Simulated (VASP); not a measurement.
Here is a VASP 6.6.1 calculation.

Contents of INCAR:

```
  PREC = Accurate
  ENCUT = 520
  EDIFF = 1E-6
  ISMEAR = -1
  SIGMA = 0.02
  LREAL = F
  LASPH = T
  NELM = 60
  ALGO = Normal
  ISIF = 2
  LWAVE = F
  LCHARG = F
  GGA = PE
  NBANDS = 17
```

KPOINTS

```
Automatic mesh
0
Gamma
  9 9 9
```

Contents of POSCAR:

```
SnSe
1.0
   -0.0301000000      2.9949500000      2.9949500000
    2.9949500000     -0.0301000000      2.9949500000
    2.9949500000      2.9949500000     -0.0301000000
Sn Se
1 1
Direct
    0.0000000000      0.0000000000      0.0000000000
    0.5000000000      0.5000000000      0.5000000000
```

Potentials or basis: VASP PAW PBE potentials, release 64 (Sn_d, Se).

The run is started by

```bash
$ cat potpaw_PBE.64/Sn_d/POTCAR potpaw_PBE.64/Se/POTCAR > POTCAR
$ mpirun -np 1 vasp_std > vasp.out
```

Task: Estimate the pressure.

Result: 1.0 GPa.

Task: What does it give for the band gap on the k mesh?

Result: 0.53 eV, indirect (least direct gap 0.61 eV).

Stress tensor (GPa, compression positive):
```
1.01 0.18 0.18
0.18 1.01 0.18
0.18 0.18 1.01
```

Caveat: the cell differs from its parent crystal (equal xy, yz and zx shear strains of -1 %); spin-orbit coupling is left out, which moves the levels of the heavy elements. A k mesh can miss the band edges.
